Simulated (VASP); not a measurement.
# In (P6_3/mmc) in VASP: a series of runs, part 2 of 2

VASP 6.6.1.

**4. Single point, PBEsol**

INCAR

```
SYSTEM = In
PREC     = Accurate       ! precision mode
ENCUT    = 520            ! plane-wave cutoff, eV
EDIFF    = 1E-6           ! SCF threshold, eV
ISMEAR   = -1             ! smearing method
SIGMA    = 0.08           ! smearing width, eV
LREAL    = .False.        ! projectors in reciprocal space
LASPH    = .True.         ! aspherical terms in the spheres
NELM     = 80             ! most SCF steps
ALGO     = Normal         ! electronic algorithm
ISIF     = 2              ! what is computed and relaxed
LWAVE    = .False.        ! write WAVECAR
LCHARG   = .False.        ! write CHGCAR
GGA      = PS             ! functional
NBANDS   = 20             ! bands
```

KPOINTS

```
regular mesh
0
Gamma
  13 13 7
  0 0 0
```

POSCAR

```
In
1.0
    3.3323712253      0.0000000000      0.0000000000
   -1.6661856127      2.8859181360      0.0000000000
    0.0000000000      0.0000000000      5.2533648893
In
2
Direct
    0.3333333333      0.6666666667      0.2500000000
    0.6666666667      0.3333333333      0.7500000000
```

Command:

```console
$ cat potpaw_PBE.64/In_d/POTCAR > POTCAR
$ mpirun -np 1 vasp_std > vasp.out
```

It took 1.8 min on 1 thread of Intel Xeon Platinum 8259CL at 2.50GHz (Skylake/Cascade Lake), shared host; peak memory 0.22 GiB.

Results (log left out):

```
Free energy            : -5.9557 eV
Pressure               : 0.8 GPa
Band gap on the k mesh : zero (band 13 reaches 10.90 eV, above the bottom of band 14 at 5.53 eV)
```

Levels at points of the mesh, in eV from the Fermi level:
```
           k point  band 9  band 10  band 11  band 12  band 13  band 14  band 15  band 16  band 17  band 18
(0.00, 0.00, 0.00)  -14.26   -14.26    -9.84    -3.98    -3.44     8.07     8.07    10.06    10.06    10.65
```

Caveat: the PAW data sets were made with another functional, which shifts forces and pressure a little; spin-orbit coupling is left out, which moves the levels of the heavy elements.

**5. Single point, PBEsol**

INCAR

```
SYSTEM = In
PREC = Accurate
ENCUT = 520
EDIFF = 1E-7
ISMEAR = -1
SIGMA = 0.08
LREAL = .False.
LASPH = .True.
NELM = 60
ALGO = Normal
ISIF = 2
LWAVE = .False.
LCHARG = .False.
GGA = PS
NBANDS = 20
```

KPOINTS

```
Automatic mesh
0
Gamma
  13 13 7
  0 0 0
```

POSCAR

```
In
1.0
    3.3318997307      0.0000000000      0.0000000000
   -1.6659498654      2.8855098097      0.0000000000
    0.0000000000      0.0000000000      5.2552355820
In
2
Direct
    0.3333333333      0.6666666667      0.2500000000
    0.6666666667      0.3333333333      0.7500000000
```

Potentials or basis: VASP PAW PBE potentials, release 64 (In_d).

Command:

```console
$ cat potpaw_PBE.64/In_d/POTCAR > POTCAR
$ mpirun -np 1 vasp_std > vasp.out
```

OUTCAR:

```text
SYSTEM = In
   PREC = Accurate
   ENCUT = 520
   EDIFF = 1E-7
   ISMEAR = -1
   LREAL = .False.
   LASPH = .True.
   NELM = 60
   ISIF = 2
   GGA = PS

 ion  position               nearest neighbor table
   1  0.333  0.667  0.250-   2 3.26   2 3.26   2 3.26   2 3.26   2 3.26   2 3.26
   2  0.667  0.333  0.750-   1 3.26   1 3.26   1 3.26   1 3.26   1 3.26   1 3.26

  LATTYP: Found a hexagonal cell.
 ALAT       =     3.3318997307
 C/A-ratio  =     1.5772490191

  Lattice vectors:

 A1 = (   3.3318997307,   0.0000000000,   0.0000000000)
 A2 = (  -1.6659498654,   2.8855098097,   0.0000000000)
 A3 = (   0.0000000000,   0.0000000000,   5.2552355820)

Analysis of symmetry for initial positions (statically):
=====================================================================
 Subroutine PRICEL returns:
 Original cell was already a primitive cell.

 Routine SETGRP: Setting up the symmetry group for a
 hexagonal supercell.

 Subroutine GETGRP returns: Found 24 space group operations
 (whereof 12 operations were pure point group operations)
 out of a pool of 24 trial point group operations.

The static configuration has the point symmetry D_3d.
 The point group associated with its full space group is D_6h.

Analysis of symmetry for dynamics (positions and initial velocities):
=====================================================================
 Subroutine PRICEL returns:
 Original cell was already a primitive cell.

 Routine SETGRP: Setting up the symmetry group for a
 hexagonal supercell.

 Subroutine GETGRP returns: Found 24 space group operations
 (whereof 12 operations were pure point group operations)
 out of a pool of 24 trial point group operations.

The dynamic configuration has the point symmetry D_3d.
 The point group associated with its full space group is D_6h.

 Subroutine INISYM returns: Found 24 space group operations
 (whereof 12 operations are pure point group operations),
 and found     1 'primitive' translations

----------------------------------------------------------------------------------------

                                     Primitive cell

  volume of cell :      50.5250

  direct lattice vectors                    reciprocal lattice vectors
     3.331899731  0.000000000  0.000000000     0.300129080  0.173279605  0.000000000
    -1.665949865  2.885509810  0.000000000     0.000000000  0.346559210  0.000000000
     0.000000000  0.000000000  5.255235582     0.000000000  0.000000000  0.190286427

  length of vectors
     3.331899731  3.331899731  5.255235582     0.346559210  0.346559210  0.190286427

  position of ions in fractional coordinates (direct lattice)
     0.333333333  0.666666667  0.250000000
     0.666666667  0.333333333  0.750000000

  ion indices of the primitive-cell ions
   primitive index   ion index
                 1           1
                 2           2

----------------------------------------------------------------------------------------

 KPOINTS: Automatic mesh

Automatic generation of k-mesh.
 Grid dimensions read from file:
 generate k-points for:   13   13    7

 Generating k-lattice:

  Cartesian coordinates                     Fractional coordinates (reciprocal lattice)
     0.023086852  0.013329200  0.000000000     0.076923077  0.000000000  0.000000000
     0.000000000  0.026658401  0.000000000     0.000000000  0.076923077  0.000000000
     0.000000000  0.000000000  0.027183775     0.000000000  0.000000000  0.142857143

  Length of vectors
     0.026658401  0.026658401  0.027183775

  Shift w.r.t. Gamma in fractional coordinates (k-lattice)
     0.000000000  0.000000000  0.000000000

 Subroutine IBZKPT returns following result:
 ===========================================

 Found     84 irreducible k-points:

 Following reciprocal coordinates:
            Coordinates               Weight
  0.000000  0.000000  0.000000      1.000000
  0.076923  0.000000  0.000000      6.000000
  0.153846  0.000000  0.000000      6.000000
  0.230769  0.000000  0.000000      6.000000
  0.307692  0.000000  0.000000      6.000000
  0.384615  0.000000  0.000000      6.000000
[... 16 lines left out ...]
  0.076923  0.000000  0.142857     12.000000
  0.153846  0.000000  0.142857     12.000000
 [... further k-points ...]
   k-points           NKPTS =     84   k-points in BZ     NKDIM =     84   number of bands    NBANDS=     20
   number of dos      NEDOS =    301   number of ions     NIONS =      2
   total plane-waves  NPLWV =  31360
   dimension x,y,z NGX =    28 NGY =   28 NGZ =   40
   dimension x,y,z NGXF=    56 NGYF=   56 NGZF=   80
   ions per type =               2
   NGX,Y,Z   is equivalent  to a cutoff of  13.97, 13.97, 12.65 a.u.
   NGXF,Y,Z  is equivalent  to a cutoff of  27.94, 27.94, 25.31 a.u.
 SYSTEM =  In
   PREC   = accura    normal or accurate (medium, high low for compatibility)
   ISTART =      0    job   : 0-new  1-cont  2-samecut
   ICHARG =      2    charge: 1-file 2-atom 10-const
   ISPIN  =      1    spin polarized calculation?
   LNONCOLLINEAR =      F non collinear calculations
   LSORBIT =      F    spin-orbit coupling
   LASPH  =      T    aspherical Exc in radial PAW
   ENCUT  =  520.0 eV  38.22 Ry    6.18 a.u.   6.20  6.20  9.77*2*pi/ulx,y,z
   NELM   =     60;   NELMIN=  2; NELMDL= -5     # of ELM steps
   EDIFF  = 0.1E-06   stopping-criterion for ELM
   LREAL  =      F    real-space projection
   EDIFFG = 0.1E-05   stopping-criterion for IOM
   NSW    =      0    number of steps for IOM
   IBRION =     -1    ionic relax: 0-MD 1-quasi-New 2-CG
   NFREE  =      0    steps in history (QN), initial steepest desc. (CG)
   ISIF   =      2    stress and relaxation
   ISYM   =      2    0-nonsym 1-usesym 2-fastsym
   POTIM  = 0.5000    time-step for ionic-motion
   TEBEG  =    0.0;   TEEND  =   0.0 temperature during run
   PSTRESS=    0.0 pullay stress
   NELECT =      26.0000    total number of electrons
   NUPDOWN=      -1.0000    fix difference up-down
   EMIN   =  10.00;   EMAX   =-10.00  energy-range for DOS
   EFERMI =   0.00;   METHOD = LEGACY
   ISMEAR =    -1;   SIGMA  =   0.08  broadening in eV -4-tet -1-fermi 0-gaus
   EFERMI_NEDOS =   21; number of points for ismear=-14 and -15
   IALGO  =     38    algorithm
   IMIX   =      4    mixing-type and parameters
     AMIX     =   0.40;   BMIX     =  1.00
     AMIX_MAG =   1.60;   BMIX_MAG =  1.00
  volume/ion in A,a.u.               =      25.26       170.48
  Fermi-wavevector in a.u.,A,eV,Ry     =   1.311889  2.479111 23.416341  1.721052
  Thomas-Fermi vector in A             =   2.442319
   LORBIT       =      0    0 simple, 1 ext, 2 COOP (PROOUT), +10 PAW based schemes
   GGA     = PS    functional components
   LHFCALC =     F    Hartree Fock is set to
   AEXX    =    0.0000 exact exchange contribution
   IVDW    =     0    specifies the selected vdW correction
   LEPSILON=     F    determine dielectric tensor
   LRPA    =     F    only Hartree local field effects (RPA)
 non-spin polarized calculation
  energy-cutoff  :      520.00
  volume of cell :       50.53
 maximum number of plane-waves:      1387
 NGX is ok and might be reduce to    28
   NGX = 13   NGY = 13   NGZ = 19

 number of electron      26.0000009 magnetization

 Free energy of the ion-electron system (eV)
  ---------------------------------------------------
  ext. energy  EPLUGINS =         0.00000000
  ---------------------------------------------------
  free energy    TOTEN  =        -5.95576961 eV

  energy without entropy =       -5.93481257  energy(sigma->0) =       -5.94529109

 E-fermi :   7.7835     XC(G=0): -10.5730

 val. band max:        7.7339887976   @ k =   0.3077   0.0769   0.4286
 cond. band min:       7.7870699859   @ k =   0.4615   0.0769   0.1429
 fundamental gap:      0.0530811883
 Fermi energy:         7.7835489576

 k-point     1 :       0.0000    0.0000    0.0000
  band No.  band energies     occupation
      1      -6.9047      2.00000
      2      -6.7916      2.00000
      3      -6.7868      2.00000
      4      -6.7868      2.00000
      5      -6.7498      2.00000
      6      -6.7498      2.00000
[... 12 lines left out ...]
     19      18.9383      0.00000
     20      19.6598      0.00000
[... 507 lines left out ...]
 k-point    24 :       0.1538    0.0000    0.1429
  band No.  band energies     occupation
      1      -6.8961      2.00000
      2      -6.8169      2.00000
      3      -6.7868      2.00000
      4      -6.7679      2.00000
      5      -6.7531      2.00000
      6      -6.6975      2.00000
[... 12 lines left out ...]
     19      18.1582      0.00000
     20      19.4611      0.00000

 [... further k-points ...]

------------------------ aborting loop because EDIFF is reached ----------------------------------------

  FORCE on cell =-STRESS in cart. coord.  units (eV):
  Direction    XX          YY          ZZ          XY          YZ          ZX
  --------------------------------------------------------------------------------------
  -------------------------------------------------------------------------------------
  Total        0.2662149      0.2662149      0.2743427     -0.0000000      0.0000000     -0.0000000
  in kB        8.4418229      8.4418229      8.6995603     -0.0000000      0.0000000     -0.0000000
  external PRESSURE =       8.5277354 kB  Pullay stress =       0.0000000 kB

 VOLUME and BASIS-vectors are now :
 -----------------------------------------------------------------------------
  energy-cutoff  :      520.00
  volume of cell :       50.53
      direct lattice vectors                 reciprocal lattice vectors
     3.331899731  0.000000000  0.000000000     0.300129080  0.173279605  0.000000000
    -1.665949865  2.885509810  0.000000000     0.000000000  0.346559210  0.000000000
     0.000000000  0.000000000  5.255235582     0.000000000  0.000000000  0.190286427

 POSITION                                       TOTAL-FORCE (eV/Angst)
 -----------------------------------------------------------------------------------
     -0.00000      1.92367      1.31381         0.000000     -0.000000      0.000000
      1.66595      0.96184      3.94143        -0.000000      0.000000      0.000000
 -----------------------------------------------------------------------------------
    total drift:                                0.000000     -0.000000      0.000000

  FREE ENERGIE OF THE ION-ELECTRON SYSTEM (eV)
  ---------------------------------------------------
  free  energy   TOTEN  =        -5.9557696076 eV

  energy  without entropy=       -5.9348125662  energy(sigma->0) =       -5.94529109
```

OSZICAR:

```text
N       E                     dE             d eps       ncg     rms          rms(c)
DAV:   1     0.210603875516E+03    0.21060E+03   -0.13237E+04  3380   0.184E+03
DAV:   2     0.965485221515E+01   -0.20095E+03   -0.19695E+03  3388   0.377E+02
DAV:   3    -0.558830885141E+01   -0.15243E+02   -0.15132E+02  3884   0.119E+02
DAV:   4    -0.602324032717E+01   -0.43493E+00   -0.43461E+00  4020   0.217E+01
DAV:   5    -0.604772334355E+01   -0.24483E-01   -0.24480E-01  4844   0.428E+00    0.357E+00
DAV:   6    -0.597174116327E+01    0.75982E-01   -0.13545E-01  4572   0.621E+00    0.158E+00
DAV:   7    -0.595719315845E+01    0.14548E-01   -0.34703E-02  4576   0.281E+00    0.409E-01
DAV:   8    -0.595575466015E+01    0.14385E-02   -0.19478E-03  3836   0.572E-01    0.325E-02
DAV:   9    -0.595576660091E+01   -0.11941E-04   -0.81355E-05  5292   0.822E-02    0.157E-02
DAV:  10    -0.595576875374E+01   -0.21528E-05   -0.31513E-06  4644   0.267E-02    0.737E-03
DAV:  11    -0.595576961567E+01   -0.86193E-06   -0.80872E-07  3704   0.917E-03    0.522E-04
DAV:  12    -0.595576960762E+01    0.80504E-08   -0.28497E-08  1972   0.237E-03
   1 F= -.59557696E+01 E0= -.59452911E+01  d E =-.209570E-01
```

stdout:

```text
POSCAR found type information on POSCAR In
 POSCAR found :  1 types and       2 ions
 scaLAPACK will be used
 -----------------------------------------------------------------------------
|                                                                             |
|                                                                             |
|     You enforced a specific xc type in the INCAR file but a different       |
|     I HOPE YOU KNOW WHAT YOU ARE DOING!                                     |
|                                                                             |
 -----------------------------------------------------------------------------

 LDA part: xc-table for (Slater+PW92), standard interpolation
 POSCAR, INCAR and KPOINTS ok, starting setup
 FFT: planning ... GRIDC
 FFT: planning ... GRID_SOFT
 FFT: planning ... GRID
 WAVECAR not read
 entering main loop
```

It took 1.7 min on 1 thread of Intel Xeon Platinum 8259CL at 2.50GHz (Skylake/Cascade Lake), shared host; peak memory 0.22 GiB.

Results:

```
Free energy            : -5.9558 eV
Pressure               : 0.9 GPa
Band gap on the k mesh : zero (band 13 reaches 10.89 eV, above the bottom of band 14 at 5.53 eV)
```

Levels at points of the mesh, in eV from the Fermi level:
```
           k point  band 9  band 10  band 11  band 12  band 13  band 14  band 15  band 16  band 17  band 18
(0.00, 0.00, 0.00)  -14.26   -14.26    -9.84    -3.99    -3.44     8.07     8.07    10.06    10.06    10.65
```

Caveat: the PAW data sets were made with another functional, which shifts forces and pressure a little; spin-orbit coupling is left out, which moves the levels of the heavy elements.

**6. Overview**

| task | cell | cutoff (eV) | gap on the mesh (eV) | pressure (GPa) |
| --- | --- | --- | --- | --- |
| relaxation of cell and atoms | relaxed to 0.9 GPa from a = 3.303, b = 3.303, c = 5.351 Å, angles 90.0, 90.0, 120.0°, 2 atoms | 600 | none | 0.9 |
| relaxation of cell and atoms | relaxed to 0.9 GPa from a = 3.332, b = 3.332, c = 5.253 Å, angles 90.0, 90.0, 120.0°, 2 atoms | 600 | none | 0.9 |
| single point | a = 3.332, b = 3.332, c = 5.253 Å, angles 90.0, 90.0, 120.0°, 2 atoms | 520 | none | 0.8 |
| single point | a = 3.332, b = 3.332, c = 5.255 Å, angles 90.0, 90.0, 120.0°, 2 atoms | 520 | none | 0.9 |

Alike in all rows: level PBEsol; potentials or basis VASP PAW PBE potentials, release 64 (In_d); no spin polarisation; k mesh 13 × 13 × 7; smearing fermi-dirac 0.08 eV.

Caveats: the PAW data sets were made with another functional, which shifts forces and pressure a little; spin-orbit coupling is left out, which moves the levels of the heavy elements; the cell is relaxed towards a set pressure, so the enthalpy falls and the energy may rise (some runs).

Total energies depend on the potentials used, so only differences within one code and one set of settings carry meaning.
